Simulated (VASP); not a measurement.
The system is LaBe.

```xyz
2
Lattice="3.3533 0.0000 0.0000 0.0000 3.3533 0.0000 0.0000 0.0000 3.3533" Properties=species:S:1:pos:R:3 pbc="T T T"
La    0.0000    0.0000    0.0000
Be    1.6767    1.6767    1.6767
```

```yaml
Program: VASP 6.6.1
Task: relaxation of cell and atoms
Functional: PBE
Potentials_or_basis: VASP PAW PBE potentials, release 64 (La, Be)
Cutoff: 600 eV
k_mesh: 6 × 6 × 6
Occupations: gaussian, width 0.1 eV
Spin: no spin polarisation
```

At the start: pressure 14.3 GPa; volume 18.85 Å³/atom.

Where does the relaxation end?

Over 3 steps the energy falls by 168.1 meV/atom and the volume is 23.19 Å³/atom (+23.0 %); space group Pm-3m (No. 221, to 0.05 Å).

Step by step:
```
step  energy change (eV)  largest force (eV/Å)  pressure (GPa)  volume (Å³)
   1              0.0000                0.0000           14.30        37.71
   2             -0.3316                0.0000           -1.19        47.65
   3             -0.3363                0.0000            0.06        46.38
```

Final structure:
```
CELL_PARAMETERS angstrom
3.59290 0.00000 0.00000
0.00000 3.59290 0.00000
0.00000 0.00000 3.59290
ATOMIC_POSITIONS crystal
La 0.00000 0.00000 0.00000
Be 0.50000 0.50000 0.50000
```

Caveat: the volume moved by over 15 % at a fixed basis, so the end points are rough.
